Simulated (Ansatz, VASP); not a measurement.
**BN: VASP beside Ansatz**

File INCAR:

```
SYSTEM = BN
PREC     = Accurate       ! precision mode
ENCUT    = 520            ! plane-wave cutoff, eV
EDIFF    = 1E-6           ! SCF threshold, eV
ISMEAR   = 0              ! smearing method
SIGMA    = 0.05           ! smearing width, eV
LREAL    = .False.        ! projectors in reciprocal space
LASPH    = .True.         ! aspherical terms in the spheres
NELM     = 100            ! most SCF steps
ALGO     = Normal         ! electronic algorithm
ISIF     = 2              ! what is computed and relaxed
LWAVE    = .False.        ! write WAVECAR
LCHARG   = .False.        ! write CHGCAR
GGA      = PE             ! functional
NBANDS   = 16             ! bands
```

The input KPOINTS:

```
regular mesh
0
Gamma
  12 12 4
  0 0 0
```

Contents of POSCAR:

```
BN
1.0
    2.5121751215      0.0000000000      0.0000000000
   -1.2560875608      2.1756074740      0.0000000000
    0.0000000000      0.0000000000      8.3436910039
B N
2 2
Direct
    0.3388830811      0.6707293640      0.2500000000
    0.6722164145      0.3373960307      0.7500000000
    0.3333333333      0.6666666667      0.7500000000
    0.6666666667      0.3333333333      0.2500000000
```

Input for Ansatz:

```yaml
crystal:
  lattice:
    - [2.5121751215, 0.0, 0.0]
    - [-1.2560875608, 2.175607474, 0.0]
    - [0.0, 0.0, 8.3436910039]
  atoms:
    - { symbol: B, position: [0.3388830811, 0.670729364, 0.25] }
    - { symbol: B, position: [0.6722164145, 0.3373960307, 0.75] }
    - { symbol: "N", position: [0.3333333333, 0.6666666667, 0.75] }
    - { symbol: "N", position: [0.6666666667, 0.3333333333, 0.25] }
basis:
  ecutwfc: 420
kpoints:
  mp_grid: { grid: [12, 12, 4] }
hamiltonian:
  xc: pbe
scf:
  occupations: { method: gaussian, width: 0.05 }
output:
  forces: true
  stress: true
  eigenvalues: true
```

Change from the starting cell: all B atoms moved +0.013 Å, as atom 1 along Cartesian [1 1 0].

Alike in both runs: task single point; functional PBE; k mesh 12 × 12 × 4; occupations gaussian, width 0.05 eV; no spin polarisation.

|  | VASP | Ansatz |
| --- | --- | --- |
| version | VASP 6.6.1 | Ansatz 0.2.0 |
| potentials or method | VASP PAW PBE potentials, release 64 (B, N), cutoff 520 eV | scalar-relativistic, plane waves, PAW |
| valence electrons in the cell | 16 | 16 |

|  | VASP | Ansatz | Ansatz less VASP |
| --- | --- | --- | --- |
| gap on the k mesh at the Fermi level (eV) | 4.40 | 4.40 | +0.002 |
| least direct gap on the mesh (eV) | 4.66 | 4.66 | +0.003 |
| pressure (GPa) | 0.1 | 0.1 | -0.05 |
| traceless stress, the component that is largest in VASP (GPa) | -0.18 | -0.01 | +0.165 |
| rms of the force components (eV/Å) | 0.291 | 0.292 | +0.0008 |

Atom by atom the forces differ by 0.001 eV/Å (rms over components).
